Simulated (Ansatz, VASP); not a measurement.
ZnS: VASP beside Ansatz

File INCAR:

```
SYSTEM = ZnS
ALGO = Normal
EDIFF = 1E-6
ENCUT = 520
GGA = PE
ISIF = 2
ISMEAR = 0
LASPH = .TRUE.
LCHARG = .FALSE.
LREAL = .FALSE.
LWAVE = .FALSE.
NBANDS = 16
NELM = 60
PREC = Accurate
SIGMA = 0.05
```

KPOINTS

```
k-points
0
G
  8 8 8
  0 0 0
```

The input POSCAR:

```
ZnS
1.0
    0.0000000000      2.8032109041      2.6807405248
    2.8032109041      0.0000000000      2.6807405248
    2.8032109041      2.8032109041      0.0000000000
Zn S
1 1
Direct
    0.0000000000      0.0000000000      0.0000000000
    0.7500000000      0.7500000000      0.7500000000
```

Input for Ansatz:

```yaml
crystal:
  lattice:
    - [0.0, 2.8032109041, 2.6807405248]
    - [2.8032109041, 0.0, 2.6807405248]
    - [2.8032109041, 2.8032109041, 0.0]
  atoms:
    - { symbol: Zn, position: [0.0, 0.0, 0.0] }
    - { symbol: S, position: [0.75, 0.75, 0.75] }
basis:
  ecutwfc: 420
kpoints:
  mp_grid: { grid: [8, 8, 8] }
hamiltonian:
  xc: pbe
scf:
  occupations: { method: gaussian, width: 0.05 }
output:
  forces: true
  stress: true
  eigenvalues: true
```

Change from the starting cell: strain +0.030 along x and y, -0.015 along z, atoms carried along.

Alike in both runs: task single point; functional PBE; k mesh 8 × 8 × 8; occupations gaussian, width 0.05 eV; no spin polarisation.

|  | VASP | Ansatz |
| --- | --- | --- |
| version | VASP 6.6.1 | Ansatz 0.2.0 |
| potentials or method | VASP PAW PBE potentials, release 64 (Zn, S), cutoff 520 eV | scalar-relativistic, plane waves, PAW |
| valence electrons in the cell | 18 | 18 |

VASP gave:

```
gap on the k mesh at the Fermi level (eV)                     : 1.73
least direct gap on the mesh (eV)                             : 1.73
pressure (GPa)                                                : -2.7
traceless stress, the component that is largest in VASP (GPa) : 1.15
```

**Question.** What did Ansatz give for the same quantities?

**Answer.** gap on the k mesh at the Fermi level (eV): 1.73; least direct gap on the mesh (eV): 1.73; pressure (GPa): -2.8; traceless stress, the component that is largest in VASP (GPa): 1.16.

With one functional, cell and mesh, what is left measures potentials, basis and numerics.
